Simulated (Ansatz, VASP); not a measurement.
# One calculation of Sn3GeCl, two programs

```xyz
5
Lattice="5.4813 0.0000 0.0000 0.0000 5.4813 0.0000 0.0000 0.0000 5.4813" Properties=species:S:1:pos:R:3 pbc="T T T"
Sn    2.7407    0.0000    0.0000
Sn    0.0000    2.7407    0.0000
Sn    0.0000    0.0000    2.7407
Ge    0.0000    0.0000    0.0000
Cl    2.7407    2.7407    2.7407
```

Change from the starting cell: species swapped into the KMgF3 type (Pm-3m, No. 221).

Alike in both runs: functional PBE; k mesh 8 × 8 × 8; occupations gaussian, width 0.1 eV; no spin polarisation.

Ansatz relaxed the structure, and its values are those at the end. VASP's run is a single point on that final structure, the one shown.

|  | VASP | Ansatz |
| --- | --- | --- |
| version | VASP 6.6.1 | Ansatz 0.2.0 |
| potentials or method | VASP PAW PBE potentials, release 64 (Sn_d, Ge_d, Cl), cutoff 520 eV | scalar-relativistic, plane waves, PAW |
| valence electrons in the cell | 63 | 63 |

|  | VASP | Ansatz | Ansatz less VASP |
| --- | --- | --- | --- |
| gap on the k mesh at the Fermi level (eV) | none | none | - |
| pressure (GPa) | 0.0 | 0.0 | +0.05 |

A gap of «none» marks a metal or a gap that the smearing closes.
